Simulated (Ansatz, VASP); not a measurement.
**V: VASP beside Ansatz**

Contents of INCAR:

```
  ALGO = Fast
  EDIFF = 1E-7
  ENCUT = 520
  GGA = PE
  ISIF = 2
  ISMEAR = 0
  LASPH = T
  LCHARG = F
  LREAL = F
  LWAVE = F
  NBANDS = 12
  NELM = 80
  PREC = Accurate
  SIGMA = 0.15
```

The input KPOINTS:

```
k-points
0
Gamma
  22 22 22
```

File POSCAR:

```
V
1.0
   -1.6340400000      1.6340400000      1.5735200000
    1.6340400000     -1.6340400000      1.5735200000
    1.6340400000      1.6340400000     -1.5735200000
V
1
Direct
    0.0000000000      0.0000000000      0.0000000000
```

Input for Ansatz:

```yaml
crystal:
  lattice:
    - [-1.63404, 1.63404, 1.57352]
    - [1.63404, -1.63404, 1.57352]
    - [1.63404, 1.63404, -1.57352]
  atoms:
    - { symbol: V, position: [0.0, 0.0, 0.0] }
basis:
  ecutwfc: 420
kpoints:
  mp_grid: { grid: [22, 22, 22] }
hamiltonian:
  xc: pbe
scf:
  occupations: { method: gaussian, width: 0.15 }
output:
  forces: true
  stress: true
  eigenvalues: true
  write_density: true
  write_potential: true
  elf: true
  volumetric_format: npy
```

Change from the starting cell: strain +0.080 along x and y, +0.040 along z, atoms carried along.

Alike in both runs: task single point; functional PBE; k mesh 22 × 22 × 22; occupations gaussian, width 0.15 eV; no spin polarisation.

```csv
,VASP,Ansatz
version,VASP 6.6.1,Ansatz 0.2.0
potentials or method,"VASP PAW PBE potentials, release 64 (V_sv), cutoff 520 eV","scalar-relativistic, plane waves, PAW"
valence electrons in the cell,13,13
```

Ansatz gave:

| Property | Result |
| --- | --- |
| gap on the k mesh at the Fermi level (eV) | none |
| pressure (GPa) | -26.0 |
| traceless stress, the component that is largest in VASP (GPa) | 1.52 |

Task: Which values does VASP return?

Result: gap on the k mesh at the Fermi level (eV): none; pressure (GPa): -25.8; traceless stress, the component that is largest in VASP (GPa): 1.50.

A gap of «none» marks a metal or a gap that the smearing closes.
